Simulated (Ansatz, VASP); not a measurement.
**One calculation of MoS2, two programs**

INCAR

```
ALGO = Normal
EDIFF = 1E-6
ENCUT = 520
GGA = PS
ISIF = 2
ISMEAR = 1
LASPH = T
LCHARG = F
LREAL = F
LWAVE = F
NBANDS = 20
NELM = 60
PREC = Accurate
SIGMA = 0.1
```

File KPOINTS:

```
k-points
0
Gamma
  6 6 3
```

File POSCAR:

```
MoS2
1.0
    3.2273400000      0.0407500000      0.0029600000
   -1.5783800000      2.8033800000      0.0062500000
    0.0057800000      0.0174500000      6.4273100000
Mo S
1 2
Direct
    0.0064100000      0.9986900000      0.4964200000
    0.3317800000      0.6689500000      0.2568600000
    0.6718770121      0.3327561695      0.7471523494
```

Input for Ansatz:

```yaml
crystal:
  lattice:
    - [3.22734, 0.04075, 0.00296]
    - [-1.57838, 2.80338, 0.00625]
    - [0.00578, 0.01745, 6.42731]
  atoms:
    - { symbol: Mo, position: [0.00641, 0.99869, 0.49642] }
    - { symbol: S, position: [0.33178, 0.66895, 0.25686] }
    - { symbol: S, position: [0.6718770120583611, 0.33275616953851384, 0.7471523494408534] }
basis:
  ecutwfc: 540.0
  xc_grid: 2
kpoints:
  mp_grid:
    grid: [6, 6, 3]
hamiltonian:
  xc: pbesol
scf:
  convergence:
    dr2_threshold: 1.0e-09
  occupations:
    method: cold
    width: 0.1
output:
  forces: true
  stress: true
```

Alike in both runs: task single point; functional PBEsol; k mesh 6 × 6 × 3; no spin polarisation.

|  | VASP | Ansatz |
| --- | --- | --- |
| version | VASP 6.6.1 | Ansatz 0.2.0 |
| potentials or method | VASP PAW PBE potentials, release 64 (Mo_sv, S), cutoff 520 eV | plane waves, PAW |
| occupations | methfessel-paxton of order 1, width 0.1 eV | cold, width 0.1 eV |
| valence electrons in the cell | 26 | 26 |

Ansatz gave:

```
pressure (GPa)                                                : -6.9
traceless stress, the component that is largest in VASP (GPa) : -2.78
rms of the force components (eV/Å)                            : 0.432
```

**Question.** Which values does VASP return?

**Answer.** Pressure (GPa): -6.9; traceless stress, the component that is largest in VASP (GPa): -2.81; rms of the force components (eV/Å): 0.433.

VASP's potentials were made for PBE, not for PBEsol. Atom by atom the forces differ by 0.003 eV/Å (rms over components). Ansatz's warnings: stress scf threshold loose.

The k mesh is coarse, so the values compare programs but aren't converged.
